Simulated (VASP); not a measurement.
CuI: relaxation of cell and atoms with PBEsol

Crystal: CuI.

```
CELL_PARAMETERS angstrom
4.02290 0.00000 0.00000
0.00000 4.02290 0.00000
0.00000 0.00000 5.65060
ATOMIC_POSITIONS crystal
Cu 0.00000 0.00000 0.00000
Cu 0.50000 0.50000 0.00000
I 0.00000 0.50000 0.29130
I 0.50000 0.00000 0.70870
```

```yaml
Program: VASP 6.6.1
Task: relaxation of cell and atoms
Functional: PBEsol
Potentials_or_basis: VASP PAW PBE potentials, release 64 (Cu, I)
Cutoff: 600 eV
k_mesh: 6 × 6 × 4
Occupations: gaussian, width 0.01 eV
Spin: no spin polarisation
Dipole_correction: no
Further_INCAR_settings: ALGO = Normal; EDIFF = 1e-06; IBRION = 2; EDIFFG = -0.01; NSW = 60; ISIF = 3
```

* Relaxed volume: 26.05 Å³/atom
* Relaxed cell: a = 4.015 Å, b = 4.015 Å, c = 6.465 Å, α = 90.00°, β = 90.00°, γ = 90.00°
* Space group after relaxing (to 0.1 Å): P4/nmm (No. 129)
* Energy gained by relaxing: 30.3 meV/atom
* Ionic steps: 18
* Pressure after relaxing: 0.0 GPa
* Largest force after relaxing: 0.008 eV/Å
* Band gap on the k mesh: 1.53 eV

Forces in eV/Å, atoms in the order of the input:
```
Cu   0.000  0.000  0.000
Cu   0.000  0.000  0.000
I    0.000  0.000  0.008
I    0.000  0.000 -0.008
```

The path:
```tsv
step	energy change (eV)	largest force (eV/Å)	pressure (GPa)	volume (Å³)
1	0.0000	0.0679	2.83	91.45
2	-0.0384	0.5073	-0.63	96.90
3	-0.0398	0.4419	-0.29	96.00
4	-0.0594	0.3405	-0.16	96.84
5	-0.0962	0.0550	0.15	99.33
6	-0.0879	0.4803	1.33	104.31
7	-0.1031	0.2337	0.67	101.78
8	-0.1126	0.0286	-0.37	104.87
9	-0.1126	0.0218	-0.31	104.98
10	-0.1171	0.0311	-0.25	104.65
11	-0.1208	0.0463	0.07	104.12
12	-0.1211	0.0527	0.24	103.92
13	-0.1204	0.0711	-0.18	104.69
14	-0.1214	0.0155	0.01	104.15
15	-0.1214	0.0100	0.04	104.18
16	-0.1211	0.0310	-0.12	104.44
17	-0.1214	0.0043	-0.05	104.22
18	-0.1214	0.0077	-0.03	104.19
```

Final structure:
```
Cu I
1.0
     4.01470    0.00000    0.00000
     0.00000    4.01470    0.00000
     0.00000    0.00000    6.46452
Cu I
2 2
Direct
  0.00000 0.00000 0.00000
  0.50000 0.50000 0.00000
  0.00000 0.50000 0.26140
  0.50000 0.00000 0.73860
```

Levels at points of the mesh, in eV from the valence-band top:
| k point | band 15 | band 16 | band 17 | band 18 | band 19 | band 20 | band 21 | band 22 |
| --- | --- | --- | --- | --- | --- | --- | --- | --- |
| (0.00, 0.00, 0.00) | -1.27 | -0.93 | 0.00 | 0.00 | 1.53 | 3.10 | 3.30 | 4.88 |
| (0.50, 0.00, 0.00) | -1.26 | -1.26 | -0.51 | -0.51 | 3.70 | 3.70 | 4.83 | 4.83 |
| (0.50, 0.50, 0.00) | -1.83 | -1.83 | -1.19 | -1.19 | 2.50 | 2.50 | 2.62 | 2.62 |
| (0.00, 0.00, 0.50) | -1.41 | -1.27 | -0.35 | -0.35 | 3.32 | 3.33 | 3.45 | 4.25 |
| (0.50, 0.00, 0.50) | -0.84 | -0.84 | -0.48 | -0.48 | 2.16 | 2.16 | 5.08 | 5.08 |
| (0.50, 0.50, 0.50) | -1.83 | -1.83 | -1.09 | -1.09 | 3.96 | 3.96 | 4.10 | 4.10 |

Run time: 4.8 min on 1 thread of Intel(R) Xeon(R) 6975P-C (Granite Rapids), on a shared host, peak memory 0.27 GiB.

Caveat: the PAW data sets were made with another functional, which shifts forces and pressure a little; spin-orbit coupling is left out, which moves the levels of the heavy elements; this functional lacks dispersion, which binds the layers, so the pressure and a relaxed spacing across them are unreliable. As with any semilocal functional, this PBEsol gap is likely too small.
